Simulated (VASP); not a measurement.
A run of VASP 6.6.1:

INCAR

```
SYSTEM = Na
PREC = Accurate ; ENCUT = 500
EDIFF = 1E-6 ; ISMEAR = 0
SIGMA = 0.1 ; LREAL = .FALSE.
LASPH = .TRUE. ; NELM = 120
ALGO = Normal ; ISIF = 2
LWAVE = .FALSE. ; LCHARG = .FALSE.
GGA = PE ; IVDW = 12
NBANDS = 10 ; GGA_COMPAT = .FALSE.
```

The input KPOINTS:

```
regular mesh
0
G
  14 14 14
  0 0 0
```

POSCAR

```
Na
1.0
   -2.0400641152      2.0400641152      2.0400641152
    2.0400641152     -2.0400641152      2.0400641152
    2.0400641152      2.0400641152     -2.0400641152
Na
1
Direct
    0.0000000000      0.0000000000      0.0000000000
```

Potentials or basis: VASP PAW PBE potentials, release 64 (Na_pv).

Command:

```console
$ cat potpaw_PBE.64/Na_pv/POTCAR > POTCAR
$ mpirun -np 1 vasp_std > vasp.out
```

Hardware: 1 thread of Intel(R) Xeon(R) Platinum 8559C (Emerald Rapids), on a shared host.

Problem. Estimate the wall time of this run.

Solution. Wall time 8.9 s on 1 thread of Intel(R) Xeon(R) Platinum 8559C (Emerald Rapids) (shared host), peak memory 0.17 GiB. Counts: scf iterations 9, k points 104.
